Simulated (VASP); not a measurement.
# Na2Sb3 (R-3c) in VASP: single point with PBE

Aim: the single point of Na2Sb3 with PBE.

Everything below comes from runs of VASP 6.6.1. Logs are shortened: lines on timing, memory, paths and dates and some standing lists are left out, and cuts for length are marked.

## Step 1: The cell of the first run

The structure is trigonal, space group R-3c (No. 167). Conventional cell: a = 7.975 Å, b = 7.975 Å, c = 18.072 Å, α = 90.00°, β = 90.00°, γ = 120.00°. Na (site symmetry 3) has 6 Sb at 3.27 to 3.28 Å and 1 Na at 3.39 Å within 4.3 Å. Sb (site symmetry 2) has 2 Sb at 2.91 Å and 4 Na at 3.27 to 3.28 Å within 3.8 Å.

## Step 2: Single point, PBE

Input file INCAR:

```
SYSTEM = Na2Sb3
ALGO = Normal
EDIFF = 1E-6
ENCUT = 520
GGA = PE
ISIF = 2
ISMEAR = 0
LASPH = .True.
LCHARG = .False.
LREAL = .False.
LWAVE = .False.
NBANDS = 40
NELM = 100
PREC = Accurate
SIGMA = 0.1
```

Input file KPOINTS:

```
k-points
0
Gamma
  3 3 3
  0 0 0
```

Input file POSCAR:

```
Na2Sb3
1.0
    3.9877200567      2.3023112481      6.0240372697
   -3.9877200567      2.3023112481      6.0240372697
    0.0000000000     -4.6046224964      6.0240372696
Na Sb
4 6
Direct
    0.9062762092      0.9062762092      0.9062762092
    0.5937237908      0.5937237908      0.5937237908
    0.0937237908      0.0937237908      0.0937237908
    0.4062762092      0.4062762092      0.4062762092
   -0.0396550784      0.5396550784      0.7500000000
    0.7500000000     -0.0396550784      0.5396550784
    0.5396550784      0.7500000000     -0.0396550784
    1.0396550784      0.4603449216      0.2500000000
    0.2500000000      1.0396550784      0.4603449216
    0.4603449216      0.2500000000      1.0396550784
```

Potentials or basis: VASP PAW PBE potentials, release 64 (Na_pv, Sb).

Started as:

```console
cat potpaw_PBE.64/Na_pv/POTCAR potpaw_PBE.64/Sb/POTCAR > POTCAR
mpirun -np 1 vasp_std > vasp.out
```

OUTCAR:

```text
SYSTEM = Na2Sb3
   EDIFF = 1E-6
   ENCUT = 520
   GGA = PE
   ISIF = 2
   ISMEAR = 0
   LASPH = .True.
   LREAL = .False.
   NELM = 100
   PREC = Accurate

 ion  position               nearest neighbor table
   1  0.906  0.906  0.906-   9 3.27   8 3.27  10 3.27   6 3.28   7 3.28   5 3.28
   2  0.594  0.594  0.594-  10 3.27   8 3.27   9 3.27   7 3.28   6 3.28   5 3.28
   3  0.094  0.094  0.094-   6 3.27   5 3.27   7 3.27   9 3.28  10 3.28   8 3.28
   4  0.406  0.406  0.406-   7 3.27   5 3.27   6 3.27  10 3.28   9 3.28   8 3.28
   5  0.960  0.540  0.750-   6 2.91   7 2.91   3 3.27   4 3.27   1 3.28   2 3.28
   6  0.750  0.960  0.540-   7 2.91   5 2.91   3 3.27   4 3.27   1 3.28   2 3.28
   7  0.540  0.750  0.960-   6 2.91   5 2.91   4 3.27   3 3.27   2 3.28   1 3.28
   8  0.040  0.460  0.250-   9 2.91  10 2.91   1 3.27   2 3.27   3 3.28   4 3.28
   9  0.250  0.040  0.460-  10 2.91   8 2.91   1 3.27   2 3.27   3 3.28   4 3.28
  10  0.460  0.250  0.040-   9 2.91   8 2.91   2 3.27   1 3.27   4 3.28   3 3.28

  LATTYP: Found a trigonal (rhomboedric) cell.
 ALAT       =     7.5823197875
 COS(alpha) =     0.4468089732

  Lattice vectors:

 A1 = (   3.9877200567,   2.3023112481,   6.0240372697)
 A2 = (  -3.9877200567,   2.3023112481,   6.0240372697)
 A3 = (   0.0000000000,  -4.6046224964,   6.0240372696)

Analysis of symmetry for initial positions (statically):
=====================================================================
 Subroutine PRICEL returns:
 Original cell was already a primitive cell.

 Routine SETGRP: Setting up the symmetry group for a
 trigonal (rhombohedral) supercell.

 Subroutine GETGRP returns: Found 12 space group operations
 (whereof  6 operations were pure point group operations)
 out of a pool of 12 trial point group operations.

The static configuration has the point symmetry S_6 .
 The point group associated with its full space group is D_3d.

Analysis of symmetry for dynamics (positions and initial velocities):
=====================================================================
 Subroutine PRICEL returns:
 Original cell was already a primitive cell.

 Routine SETGRP: Setting up the symmetry group for a
 trigonal (rhombohedral) supercell.

 Subroutine GETGRP returns: Found 12 space group operations
 (whereof  6 operations were pure point group operations)
 out of a pool of 12 trial point group operations.

The dynamic configuration has the point symmetry S_6 .
 The point group associated with its full space group is D_3d.

 Subroutine INISYM returns: Found 12 space group operations
 (whereof  6 operations are pure point group operations),
 and found     1 'primitive' translations

----------------------------------------------------------------------------------------

                                     Primitive cell

  volume of cell :     331.8391

  direct lattice vectors                    reciprocal lattice vectors
     3.987720057  2.302311248  6.024037270     0.125384930  0.072391023  0.055333876
    -3.987720057  2.302311248  6.024037270    -0.125384930  0.072391023  0.055333876
     0.000000000 -4.604622496  6.024037270     0.000000000 -0.144782046  0.055333876

  length of vectors
     7.582319788  7.582319788  7.582319787     0.154995738  0.154995738  0.154995738

  position of ions in fractional coordinates (direct lattice)
     0.906276209  0.906276209  0.906276209
     0.593723791  0.593723791  0.593723791
     0.093723791  0.093723791  0.093723791
     0.406276209  0.406276209  0.406276209
     0.960344922  0.539655078  0.750000000
     0.750000000  0.960344922  0.539655078
     0.539655078  0.750000000  0.960344922
     0.039655078  0.460344922  0.250000000
     0.250000000  0.039655078  0.460344922
     0.460344922  0.250000000  0.039655078

  ion indices of the primitive-cell ions
   primitive index   ion index
                 1           1
                 2           2
                 3           3
                 4           4
                 5           5
                 6           6
                 7           7
                 8           8
                 9           9
                10          10

----------------------------------------------------------------------------------------

 KPOINTS: k-points

Automatic generation of k-mesh.
 Grid dimensions read from file:
 generate k-points for:    3    3    3

 Generating k-lattice:

  Cartesian coordinates                     Fractional coordinates (reciprocal lattice)
     0.041794977  0.024130341  0.018444625     0.333333333  0.000000000 -0.000000000
    -0.041794977  0.024130341  0.018444625     0.000000000  0.333333333 -0.000000000
     0.000000000 -0.048260682  0.018444625     0.000000000  0.000000000  0.333333333

  Length of vectors
     0.051665246  0.051665246  0.051665246

  Shift w.r.t. Gamma in fractional coordinates (k-lattice)
     0.000000000  0.000000000  0.000000000

 Subroutine IBZKPT returns following result:
 ===========================================

 Found      6 irreducible k-points:

 Following reciprocal coordinates:
            Coordinates               Weight
  0.000000  0.000000  0.000000      1.000000
  0.333333  0.000000  0.000000      6.000000
  0.333333  0.333333  0.000000      6.000000
 -0.333333  0.333333  0.000000      6.000000
  0.333333  0.333333  0.333333      2.000000
 -0.333333  0.333333  0.333333      6.000000
   k-points           NKPTS =      6   k-points in BZ     NKDIM =      6   number of bands    NBANDS=     40
   number of dos      NEDOS =    301   number of ions     NIONS =     10
   total plane-waves  NPLWV = 175616
   dimension x,y,z NGX =    56 NGY =   56 NGZ =   56
   dimension x,y,z NGXF=   112 NGYF=  112 NGZF=  112
   ions per type =               4   6
   NGX,Y,Z   is equivalent  to a cutoff of  12.28, 12.28, 12.28 a.u.
   NGXF,Y,Z  is equivalent  to a cutoff of  24.56, 24.56, 24.56 a.u.
 SYSTEM =  Na2Sb3
   PREC   = accura    normal or accurate (medium, high low for compatibility)
   ISTART =      0    job   : 0-new  1-cont  2-samecut
   ICHARG =      2    charge: 1-file 2-atom 10-const
   ISPIN  =      1    spin polarized calculation?
   LNONCOLLINEAR =      F non collinear calculations
   LSORBIT =      F    spin-orbit coupling
   LASPH  =      T    aspherical Exc in radial PAW
   ENCUT  =  520.0 eV  38.22 Ry    6.18 a.u.  14.10 14.10 14.10*2*pi/ulx,y,z
   NELM   =    100;   NELMIN=  2; NELMDL= -5     # of ELM steps
   EDIFF  = 0.1E-05   stopping-criterion for ELM
   LREAL  =      F    real-space projection
   EDIFFG = 0.1E-04   stopping-criterion for IOM
   NSW    =      0    number of steps for IOM
   IBRION =     -1    ionic relax: 0-MD 1-quasi-New 2-CG
   NFREE  =      0    steps in history (QN), initial steepest desc. (CG)
   ISIF   =      2    stress and relaxation
   ISYM   =      2    0-nonsym 1-usesym 2-fastsym
   POTIM  = 0.5000    time-step for ionic-motion
   TEBEG  =    0.0;   TEEND  =   0.0 temperature during run
   PSTRESS=    0.0 pullay stress
   NELECT =      58.0000    total number of electrons
   NUPDOWN=      -1.0000    fix difference up-down
   EMIN   =  10.00;   EMAX   =-10.00  energy-range for DOS
   EFERMI =   0.00;   METHOD = LEGACY
   ISMEAR =     0;   SIGMA  =   0.10  broadening in eV -4-tet -1-fermi 0-gaus
   EFERMI_NEDOS =   21; number of points for ismear=-14 and -15
   IALGO  =     38    algorithm
   IMIX   =      4    mixing-type and parameters
     AMIX     =   0.40;   BMIX     =  1.00
     AMIX_MAG =   1.60;   BMIX_MAG =  1.00
  volume/ion in A,a.u.               =      33.18       223.94
  Fermi-wavevector in a.u.,A,eV,Ry     =   0.915324  1.729712 11.399212  0.837818
  Thomas-Fermi vector in A             =   2.040053
   LORBIT       =      0    0 simple, 1 ext, 2 COOP (PROOUT), +10 PAW based schemes
   GGA     = PE    functional components
   LHFCALC =     F    Hartree Fock is set to
   AEXX    =    0.0000 exact exchange contribution
   IVDW    =     0    specifies the selected vdW correction
   LEPSILON=     F    determine dielectric tensor
   LRPA    =     F    only Hartree local field effects (RPA)
 non-spin polarized calculation
 Gauss-broadening in eV      SIGMA  =   0.10
  energy-cutoff  :      520.00
  volume of cell :      331.84
 maximum number of plane-waves:      8950
   NGX = 29   NGY = 29   NGZ = 29

 number of electron      57.9999965 magnetization

 Free energy of the ion-electron system (eV)
  ---------------------------------------------------
  ext. energy  EPLUGINS =         0.00000000
  ---------------------------------------------------
  free energy    TOTEN  =       -29.65723595 eV

  energy without entropy =      -29.60162547  energy(sigma->0) =      -29.62943071

 E-fermi :   3.7437     XC(G=0):  -8.1117

 val. band max:        3.7357998956   @ k =   0.3333   0.3333   0.0000
 cond. band min:       3.7631716442   @ k =  -0.3333   0.3333   0.3333
 fundamental gap:      0.0273717486
 Fermi energy:         3.7437047163

 k-point     1 :       0.0000    0.0000    0.0000
  band No.  band energies     occupation
      1     -21.1298      2.00000
      2     -21.1297      2.00000
      3     -21.1055      2.00000
      4     -21.1050      2.00000
      5     -21.1050      2.00000
      6     -21.1050      2.00000
[... 32 lines left out ...]
     39       7.5351      0.00000
     40       8.6350      0.00000

 k-point     2 :       0.3333    0.0000    0.0000
  band No.  band energies     occupation
      1     -21.1297      2.00000
      2     -21.1297      2.00000
      3     -21.1055      2.00000
      4     -21.1052      2.00000
      5     -21.1048      2.00000
      6     -21.1048      2.00000
[... 161 lines left out ...]
     39       7.3471      0.00000
     40       8.0605      0.00000

 k-point     6 :      -0.3333    0.3333    0.3333
  band No.  band energies     occupation
      1     -21.1298      2.00000
      2     -21.1296      2.00000
      3     -21.1055      2.00000
      4     -21.1053      2.00000
      5     -21.1052      2.00000
      6     -21.1050      2.00000
[... 32 lines left out ...]
     39       7.5881      0.00000
     40       7.8691      0.00000

------------------------ aborting loop because EDIFF is reached ----------------------------------------

  FORCE on cell =-STRESS in cart. coord.  units (eV):
  Direction    XX          YY          ZZ          XY          YZ          ZX
  --------------------------------------------------------------------------------------
  -------------------------------------------------------------------------------------
  Total        0.2198798      0.2198798      0.0789308      0.0000000      0.0000000      0.0000000
  in kB        1.0616183      1.0616183      0.3810915      0.0000000      0.0000000      0.0000000
  external PRESSURE =       0.8347760 kB  Pullay stress =       0.0000000 kB

 VOLUME and BASIS-vectors are now :
 -----------------------------------------------------------------------------
  energy-cutoff  :      520.00
  volume of cell :      331.84
      direct lattice vectors                 reciprocal lattice vectors
     3.987720057  2.302311248  6.024037270     0.125384930  0.072391023  0.055333876
    -3.987720057  2.302311248  6.024037270    -0.125384930  0.072391023  0.055333876
     0.000000000 -4.604622496  6.024037270     0.000000000 -0.144782046  0.055333876

 POSITION                                       TOTAL-FORCE (eV/Angst)
 -----------------------------------------------------------------------------------
      0.00000     -0.00000     16.37832        -0.000000      0.000000     -0.000300
      0.00000     -0.00000     10.72984        -0.000000     -0.000000      0.000300
      0.00000     -0.00000      1.69379        -0.000000     -0.000000      0.000300
      0.00000     -0.00000      7.34227        -0.000000      0.000000     -0.000300
      1.67759     -0.00000     13.55408         0.036833     -0.000000      0.000000
     -0.83880      1.45284     13.55408        -0.018417      0.031898      0.000000
     -0.83880     -1.45284     13.55408        -0.018417     -0.031898     -0.000000
     -1.67759     -0.00000      4.51803        -0.036833     -0.000000     -0.000000
      0.83880     -1.45284      4.51803         0.018417     -0.031898     -0.000000
      0.83880      1.45284      4.51803         0.018417      0.031898      0.000000
 -----------------------------------------------------------------------------------
    total drift:                               -0.000000     -0.000000      0.000000

  FREE ENERGIE OF THE ION-ELECTRON SYSTEM (eV)
  ---------------------------------------------------
  free  energy   TOTEN  =       -29.6572359461 eV

  energy  without entropy=      -29.6016254657  energy(sigma->0) =      -29.62943071
```

Run time: 47 s. Hardware: 1 thread of Intel Xeon 6975P-C (Granite Rapids), shared host; peak memory 0.43 GiB.

Results:

```yaml
Free_energy: -29.6572 eV
Pressure: 0.1 GPa
Largest_force: 0.037 eV/Å
Band_gap_on_the_k_mesh: zero (band 29 reaches 3.80 eV, above the bottom of band 30 at 3.74 eV)
```

Forces in eV/Å, atoms in the order of the input:
```
Na   0.000  0.000  0.000
Na   0.000  0.000  0.000
Na   0.000  0.000  0.000
Na   0.000  0.000  0.000
Sb   0.037  0.000  0.000
Sb  -0.018  0.032  0.000
Sb  -0.018 -0.032  0.000
Sb  -0.037  0.000  0.000
Sb   0.018 -0.032  0.000
Sb   0.018  0.032  0.000
```

Levels at points of the mesh, in eV from the Fermi level:
| k point | band 27 | band 28 | band 29 | band 30 | band 31 | band 32 |
| --- | --- | --- | --- | --- | --- | --- |
| (0.00, 0.00, 0.00) | -0.62 | -0.21 | -0.21 | 1.01 | 1.01 | 1.82 |

Caveat: spin-orbit coupling is left out, which moves the levels of the heavy elements.
